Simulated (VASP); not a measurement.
# Li2Se (Fm-3m) in VASP: notebook, part 2 of 2

VASP 6.6.1.

## 3. Single point, PBE (19.13 Å³/atom)

This run uses another cell than the first one, of 19.13 Å³/atom.

The input, INCAR:

```
SYSTEM = Li2Se
PREC = Accurate
ENCUT = 750
EDIFF = 1E-6
ISMEAR = 0
SIGMA = 0.02
LREAL = .FALSE.
LASPH = .TRUE.
NELM = 120
ALGO = Normal
ISIF = 2
LWAVE = .FALSE.
LCHARG = .FALSE.
GGA = PE
NBANDS = 13
GGA_COMPAT = .FALSE.
```

The input, KPOINTS:

```
Automatic mesh
0
G
  8 8 8
  0 0 0
```

The input, POSCAR:

```
Li2Se
1.0
    0.0000000000      3.0613874993      3.0613874993
    3.0613874993      0.0000000000      3.0613874993
    3.0613874993      3.0613874993      0.0000000000
Li Se
2 1
Direct
    0.2500000000      0.2500000000      0.2500000000
    0.7500000000      0.7500000000      0.7500000000
    0.0000000000      0.0000000000      0.0000000000
```

Potentials or basis: VASP PAW PBE potentials, release 64 (Li_sv, Se).

On the command line:

```bash
cat potpaw_PBE.64/Li_sv/POTCAR potpaw_PBE.64/Se/POTCAR > POTCAR
mpirun -np 1 vasp_std > vasp.out
```

OUTCAR:

```text
SYSTEM = Li2Se
   PREC = Accurate
   ENCUT = 750
   EDIFF = 1E-6
   ISMEAR = 0
   LREAL = .FALSE.
   LASPH = .TRUE.
   NELM = 120
   ISIF = 2
   GGA = PE

 ion  position               nearest neighbor table
   1  0.250  0.250  0.250-   3 2.65   3 2.65   3 2.65   3 2.65
   2  0.750  0.750  0.750-   3 2.65   3 2.65   3 2.65   3 2.65
   3  0.000  0.000  0.000-   2 2.65   2 2.65   2 2.65   1 2.65   1 2.65   1 2.65   2 2.65   1 2.65

  LATTYP: Found a face centered cubic cell.
 ALAT       =     6.1227749986

  Lattice vectors:

 A1 = (   0.0000000000,   3.0613874993,   3.0613874993)
 A2 = (   3.0613874993,   0.0000000000,   3.0613874993)
 A3 = (   3.0613874993,   3.0613874993,   0.0000000000)

Analysis of symmetry for initial positions (statically):
=====================================================================
 Subroutine PRICEL returns:
 Original cell was already a primitive cell.

 Routine SETGRP: Setting up the symmetry group for a
 face centered cubic supercell.

 Subroutine GETGRP returns: Found 48 space group operations
 (whereof 48 operations were pure point group operations)
 out of a pool of 48 trial point group operations.

The static configuration has the point symmetry O_h .
[... 180 lines left out ...]
      9       6.2630      0.00000
     10       6.2630      0.00000
     11      11.0793      0.00000
     12      11.0793      0.00000
     13      11.3638      0.00000
[... 354 lines left out ...]
  band No.  band energies     occupation
      1     -44.1300      2.00000
      2     -44.1300      2.00000
      3     -10.1913      2.00000
      4      -1.7538      2.00000
      5      -0.5379      2.00000
      6      -0.1725      2.00000
      7       6.0228      0.00000
      8       6.2439      0.00000
      9       8.1355      0.00000
     10       8.7863      0.00000
     11       9.7841      0.00000
     12      11.0659      0.00000
     13      12.9411      0.00000

 [... further k-points ...]

------------------------ aborting loop because EDIFF is reached ----------------------------------------

  FORCE on cell =-STRESS in cart. coord.  units (eV):
  Direction    XX          YY          ZZ          XY          YZ          ZX
  --------------------------------------------------------------------------------------
  -------------------------------------------------------------------------------------
  Total       -0.6436262     -0.6436262     -0.6436262      0.0000000     -0.0000000      0.0000000
  in kB      -17.9704673    -17.9704673    -17.9704673      0.0000000     -0.0000000      0.0000000
  external PRESSURE =     -17.9704673 kB  Pullay stress =       0.0000000 kB

 VOLUME and BASIS-vectors are now :
 -----------------------------------------------------------------------------
  energy-cutoff  :      750.00
  volume of cell :       57.38
      direct lattice vectors                 reciprocal lattice vectors
     0.000000000  3.061387499  3.061387499    -0.163324636  0.163324636  0.163324636
     3.061387499  0.000000000  3.061387499     0.163324636 -0.163324636  0.163324636
     3.061387499  3.061387499  0.000000000     0.163324636  0.163324636 -0.163324636

 POSITION                                       TOTAL-FORCE (eV/Angst)
 -----------------------------------------------------------------------------------
      1.53069      1.53069      1.53069         0.000000      0.000000      0.000000
      4.59208      4.59208      4.59208        -0.000000     -0.000000     -0.000000
      0.00000      0.00000      0.00000         0.000000      0.000000     -0.000000
 -----------------------------------------------------------------------------------
    total drift:                                0.000000     -0.000000      0.000000

  FREE ENERGIE OF THE ION-ELECTRON SYSTEM (eV)
  ---------------------------------------------------
  free  energy   TOTEN  =       -11.1129250098 eV

  energy  without entropy=      -11.1129250098  energy(sigma->0) =      -11.11292501
```

OSZICAR:

```text
N       E                     dE             d eps       ncg     rms          rms(c)
DAV:   1     0.508185982845E+02    0.50819E+02   -0.64964E+03   754   0.114E+03
DAV:   2    -0.328330658622E+01   -0.54102E+02   -0.51019E+02   882   0.214E+02
DAV:   3    -0.111470182924E+02   -0.78637E+01   -0.78194E+01  1427   0.476E+01
DAV:   4    -0.112980651406E+02   -0.15105E+00   -0.15097E+00   961   0.100E+01
DAV:   5    -0.113021415043E+02   -0.40764E-02   -0.40762E-02  1133   0.131E+00    0.273E+00
DAV:   6    -0.111171638729E+02    0.18498E+00   -0.26443E-01   920   0.196E+00    0.165E+00
DAV:   7    -0.111037111623E+02    0.13453E-01   -0.11733E-01  1007   0.146E+00    0.738E-01
DAV:   8    -0.111127080742E+02   -0.89969E-02   -0.19617E-02   960   0.766E-01    0.262E-01
DAV:   9    -0.111125995454E+02    0.10853E-03   -0.51362E-04  1084   0.146E-01    0.195E-01
DAV:  10    -0.111129137018E+02   -0.31416E-03   -0.90938E-04   864   0.141E-01    0.799E-02
DAV:  11    -0.111129197345E+02   -0.60326E-05   -0.61981E-05  1080   0.465E-02    0.272E-02
DAV:  12    -0.111129310836E+02   -0.11349E-04   -0.29811E-05   922   0.270E-02    0.394E-02
DAV:  13    -0.111129251102E+02    0.59734E-05   -0.53701E-06   954   0.144E-02    0.451E-03
DAV:  14    -0.111129250098E+02    0.10046E-06   -0.23309E-07   577   0.338E-03
   1 F= -.11112925E+02 E0= -.11112925E+02  d E =-.872413E-73
```

stdout:

```text
POSCAR found type information on POSCAR LiSe
 POSCAR found :  2 types and       3 ions
 scaLAPACK will be used
 LDA part: xc-table for (Slater+PW92), standard interpolation
 POSCAR, INCAR and KPOINTS ok, starting setup
 FFT: planning ... GRIDC
 FFT: planning ... GRID_SOFT
 FFT: planning ... GRID
 WAVECAR not read
 entering main loop
```

It took 46 s on 1 thread of Intel Xeon Platinum 8488C (Sapphire Rapids), shared host; peak memory 0.24 GiB.

Results:

- Free energy: -11.1129 eV
- Pressure: -1.8 GPa
- Band gap on the k mesh: 3.02 eV (least direct gap 3.15 eV)

Levels at points of the mesh, in eV from the valence-band top:
```csv
k point,band 4,band 5,band 6,band 7,band 8,band 9
"(0.00, 0.00, 0.00)",0.00,0.00,0.00,3.15,5.58,5.58
"(0.50, 0.00, 0.00)",-2.71,-0.48,-0.48,4.87,5.92,5.92
"(0.50, 0.50, 0.00)",-2.14,-1.32,-1.32,3.02,6.01,9.93
```

A k mesh can miss the band edges. PBE gaps usually lie below the measured ones, often by a third to a half.

## 4. Single point, PBE (19.85 Å³/atom)

This run uses another cell than the first one, of 19.85 Å³/atom.

The input, INCAR:

```
SYSTEM = Li2Se
  PREC = Accurate
  ENCUT = 750
  EDIFF = 1E-6
  ISMEAR = 0
  SIGMA = 0.02
  LREAL = .False.
  LASPH = .True.
  NELM = 120
  ALGO = Normal
  ISIF = 2
  LWAVE = .False.
  LCHARG = .False.
  GGA = PE
  NBANDS = 13
  GGA_COMPAT = .False.
```

The input, KPOINTS:

```
Automatic mesh
0
Gamma
  8 8 8
  0 0 0
```

The input, POSCAR:

```
Li2Se
1.0
    0.0000000000      3.0994210467      3.0994210467
    3.0994210467      0.0000000000      3.0994210467
    3.0994210467      3.0994210467      0.0000000000
Li Se
2 1
Direct
    0.2500000000      0.2500000000      0.2500000000
    0.7500000000      0.7500000000      0.7500000000
    0.0000000000      0.0000000000      0.0000000000
```

On the command line:

```bash
cat potpaw_PBE.64/Li_sv/POTCAR potpaw_PBE.64/Se/POTCAR > POTCAR
mpirun -np 1 vasp_std > vasp.out
```

Wall time 44 s (1 thread of Intel Xeon Platinum 8488C (Sapphire Rapids), shared host); peak memory 0.24 GiB.

Results (log left out):

```yaml
Free_energy: -11.0831 eV
Pressure: -2.7 GPa
Band_gap_on_the_k_mesh: 3.00 eV
```

Levels at points of the mesh, in eV from the valence-band top:
```
           k point  band 4  band 5  band 6  band 7  band 8  band 9
(0.00, 0.00, 0.00)    0.00    0.00    0.00    3.00    5.56    5.56
(0.50, 0.00, 0.00)   -2.60   -0.46   -0.46    4.73    5.89    5.89
(0.50, 0.50, 0.00)   -2.06   -1.25   -1.25    3.04    5.92    9.69
```

A k mesh can miss the band edges. Expect the measured gap to be larger: semilocal functionals such as PBE lack the derivative discontinuity.

## 5. The runs side by side

```tsv
cell	gap on the mesh (eV)	pressure (GPa)
a = 4.288 Å, angles 60.0°, 3 atoms	3.00	-1.0
a = 4.329 Å, angles 60.0°, 3 atoms	3.02	-1.8
a = 4.383 Å, angles 60.0°, 3 atoms	3.00	-2.7
```

Alike in all rows: task single point; level PBE; potentials or basis VASP PAW PBE potentials, release 64 (Li_sv, Se); no spin polarisation; k mesh 8 × 8 × 8; cutoff (eV) 750; smearing gaussian 0.02 eV.

Absolute energies hang on the potentials; compare differences alone.
